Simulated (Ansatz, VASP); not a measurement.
**Au: VASP beside Ansatz**

File INCAR:

```
ALGO = Normal
EDIFF = 1E-6
ENCUT = 500
GGA = CA
GGA_COMPAT = F
ISIF = 2
ISMEAR = 0
LASPH = T
LCHARG = F
LREAL = F
LWAVE = F
NBANDS = 12
NELM = 120
PREC = Accurate
SIGMA = 0.15
```

KPOINTS

```
k-points
0
Gamma
  20 20 20
```

The input POSCAR:

```
Au
1.0
   -1.6075509300      1.6075509300      1.6324099650
    1.6075509300     -1.6075509300      1.6324099650
    1.6075509300      1.6075509300     -1.6324099650
Au
1
Direct
    0.0000000000      0.0000000000      0.0000000000
```

Input for Ansatz:

```yaml
crystal:
  lattice:
    - [-1.60755093, 1.60755093, 1.632409965]
    - [1.60755093, -1.60755093, 1.632409965]
    - [1.60755093, 1.60755093, -1.632409965]
  atoms:
    - { symbol: Au, position: [0.0, 0.0, 0.0] }
basis:
  ecutwfc: 420
kpoints:
  mp_grid: { grid: [20, 20, 20] }
hamiltonian:
  xc: lda
scf:
  occupations: { method: gaussian, width: 0.15 }
output:
  forces: true
  stress: true
  eigenvalues: true
```

Change from the starting cell: strain -0.030 along x and y, -0.015 along z, atoms carried along.

Alike in both runs: task single point; functional LDA; k mesh 20 × 20 × 20; occupations gaussian, width 0.15 eV; no spin polarisation.

|  | VASP | Ansatz |
| --- | --- | --- |
| version | VASP 6.6.1 | Ansatz 0.2.0 |
| potentials or method | VASP PAW LDA potentials, release 64 (Au), cutoff 500 eV | scalar-relativistic, plane waves, PAW |
| valence electrons in the cell | 11 | 19 |

```csv
,VASP,Ansatz,Ansatz less VASP
gap on the k mesh at the Fermi level (eV),none,none,-
pressure (GPa),-2.4,-2.9,-0.48
```

LDA's correlation is that of Perdew and Zunger in VASP and of Perdew and Wang (1992) in Ansatz. A gap of «none» marks a metal or a gap that the smearing closes. VASP's potentials hold 11 valence electrons a cell and Ansatz's 19, so a difference there can come from the potentials and not from the codes.

Spin-orbit coupling is off throughout.
